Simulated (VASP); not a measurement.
A run of VASP 6.6.1 is set up as follows.

The input POSCAR:

```
Bi
1.0
    2.2538579491      1.3012654936      3.9062843467
   -2.2538579491      1.3012654936      3.9062843467
    0.0000000000     -2.6025309873      3.9062843467
Bi
2
Direct
    0.7648489353      0.7648489353      0.7648489353
    0.2351510647      0.2351510647      0.2351510647
```

File INCAR.step1:

```
ALGO = Normal
EDIFF = 1E-4
ENCUT = 520
GGA = PE
ISMEAR = -1
LASPH = T
LCHARG = F
LREAL = F
LWAVE = T
NBANDS = 22
NELM = 100
PREC = Accurate
SIGMA = 0.05
```

File INCAR.step2:

```
ALGO = Normal
EDIFF = 1E-6
ENCUT = 520
ISIF = 2
ISMEAR = -1
ISTART = 1
LASPH = T
LCHARG = F
LMIXTAU = T
LREAL = F
LWAVE = F
METAGGA = R2SCAN
NBANDS = 22
NELM = 100
PREC = Accurate
SIGMA = 0.05
```

Contents of KPOINTS:

```
k-points
0
Gamma
  7 7 7
```

Potentials or basis: VASP PAW PBE potentials, release 64 (Bi_d).

Command:

```console
$ cat potpaw_PBE.64/Bi_d/POTCAR > POTCAR
$ cp INCAR.step1 INCAR
$ mpirun -np 1 vasp_std > vasp.out
$ cp INCAR.step2 INCAR
$ mpirun -np 1 vasp_std > vasp.out
```

(1) What does it give for the pressure?

## Answers

(1) 1.9 GPa.

Caveat: the PAW data sets were made with another functional, which shifts forces and pressure a little.
